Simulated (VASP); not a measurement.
Set up this calculation in VASP 6.6.1, as the native input.

```
Task                   : single point
Functional             : PBE
Potentials or basis    : VASP PAW PBE potentials, release 64 (Ge_d)
Cutoff                 : 500 eV
k mesh                 : 14 × 14 × 14
Occupations            : gaussian, width 0.15 eV
Spin                   : no spin polarisation
Dipole correction      : no
Further INCAR settings : ALGO = Normal; EDIFF = 1e-06; NBANDS = 21
```

The structure of Ge lies in POSCAR:

```
Ge
1.0
    0.0000000000      2.7156192000      2.8287700000
    2.7156192000      0.0000000000      2.8287700000
    2.7156192000      2.7156192000      0.0000000000
Ge
2
Direct
    0.5000000000      0.5000000000      0.5000000000
    0.7500000000      0.7500000000      0.7500000000
```

This cell differs from its parent crystal: strain -0.040 along x and y, +0.000 along z.

One way to write it, as run:

INCAR

```
SYSTEM = Ge
ALGO = Normal
EDIFF = 1E-6
ENCUT = 500
GGA = PE
GGA_COMPAT = .False.
ISIF = 2
ISMEAR = 0
LASPH = .True.
LCHARG = .True.
LELF = .True.
LREAL = .False.
LVHAR = .True.
LWAVE = .False.
NBANDS = 21
NELM = 120
PREC = Accurate
SIGMA = 0.15
```

KPOINTS

```
k-points
0
Gamma
  14 14 14
  0 0 0
```

Potentials or basis: VASP PAW PBE potentials, release 64 (Ge_d).

Run with:

```bash
$ cat potpaw_PBE.64/Ge_d/POTCAR > POTCAR
$ mpirun -np 1 vasp_std > vasp.out
```

It gave:

```
Pressure               : 11.0 GPa
Band gap on the k mesh : 0.21 eV (least direct gap 0.67 eV)
```

Caveat: the cell differs from its parent crystal (strain -0.040 along x and y, +0.000 along z); the cell stands under pressure.

Run time: 2.9 min on 1 thread of Intel(R) Xeon(R) Platinum 8259CL CPU @ 2.50GHz (Skylake/Cascade Lake), on a shared host, peak memory 0.28 GiB.
